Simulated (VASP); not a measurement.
A run of VASP 6.6.1 is set up as follows.

The input INCAR:

```
PREC = Accurate ; ENCUT = 520
EDIFF = 1E-6 ; ISMEAR = 0
SIGMA = 0.15 ; LREAL = False
LASPH = True ; NELM = 80
ALGO = Fast ; ISIF = 2
LWAVE = False ; LCHARG = True
GGA = PS ; LELF = True
LVHAR = True ; NBANDS = 14
```

The input KPOINTS:

```
regular mesh
0
Gamma
  22 22 22
```

File POSCAR:

```
Rh
1.0
    0.0000000000      1.9490887500      1.8064725000
    1.9490887500      0.0000000000      1.8064725000
    1.9490887500      1.9490887500      0.0000000000
Rh
1
Direct
    0.0000000000      0.0000000000      0.0000000000
```

Potentials or basis: VASP PAW PBE potentials, release 64 (Rh_pv).

Launch:

```bash
$ cat potpaw_PBE.64/Rh_pv/POTCAR > POTCAR
$ mpirun -np 1 vasp_std > vasp.out
```

(1) Predict the pressure.

Answers

(1) -3.9 GPa.

Caveat: the cell differs from its parent crystal (strain +0.025 along x and y, -0.050 along z); the PAW data sets were made with another functional, which shifts forces and pressure a little.
